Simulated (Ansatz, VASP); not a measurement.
# TePb in VASP and in Ansatz

The input INCAR:

```
SYSTEM = TePb
ALGO = Normal ; EDIFF = 1E-6
EDIFFG = -0.01 ; ENCUT = 600
GGA = PE ; IBRION = 2
ISIF = 3 ; ISMEAR = 0
LASPH = .True. ; LCHARG = .False.
LREAL = .False. ; LWAVE = .False.
NELM = 80 ; NSW = 80
PREC = Accurate ; SIGMA = 0.01
```

The input KPOINTS:

```
k-points
0
Gamma
  3 3 3
  0 0 0
```

The input POSCAR:

```
TePb
1.0
    0.0000000000      3.2310000000      3.2310000000
    3.2310000000      0.0000000000      3.2310000000
    3.2310000000      3.2310000000      0.0000000000
Te Pb
1 1
Direct
    0.5000000000      0.5000000000      0.5000000000
    0.0000000000      0.0000000000      0.0000000000
```

Input for Ansatz:

```yaml
crystal:
  lattice:
    - [0.0, 3.231, 3.231]
    - [3.231, 0.0, 3.231]
    - [3.231, 3.231, 0.0]
  atoms:
    - { symbol: Te, position: [0.5, 0.5, 0.5] }
    - { symbol: Pb, position: [0.0, 0.0, 0.0] }
basis:
  ecutwfc: 530.0
kpoints:
  mp_grid:
    grid: [3, 3, 3]
    shift: [0.0, 0.0, 0.0]
hamiltonian:
  xc: pbe
scf:
  algorithm: density_mixing
  convergence:
    dr2_threshold: 1.0e-07
  mixing:
    algorithm: broyden
    beta: 0.5
  occupations:
    method: fixed
relax:
  cell:
    stress_tol: 0.05
output:
  write_potential_components: true
```

Alike in both runs: task relaxation of cell and atoms; functional PBE; k mesh 3 × 3 × 3; no spin polarisation.

```csv
,VASP,Ansatz
version,VASP 6.6.1,Ansatz 0.2.0
potentials or method,"VASP PAW PBE potentials, release 64 (Te, Pb_d), cutoff 600 eV","plane waves, PAW"
occupations,"gaussian, width 0.01 eV",fixed
valence electrons in the cell,20,30
```

VASP gave:

* relaxed volume (Å³/atom): 35.33
* relaxed cell length with the largest relative difference (Å): 4.641

**Question.** Estimate Ansatz's values.

**Answer.** Relaxed volume (Å³/atom): 35.39; relaxed cell length with the largest relative difference (Å): 4.643.

VASP's potentials hold 20 valence electrons a cell and Ansatz's 30, so a difference there can come from the potentials and not from the codes. Ansatz's warnings: stress scf threshold loose.

The k mesh is coarse, so the values compare programs but aren't converged. Spin-orbit coupling is off throughout.
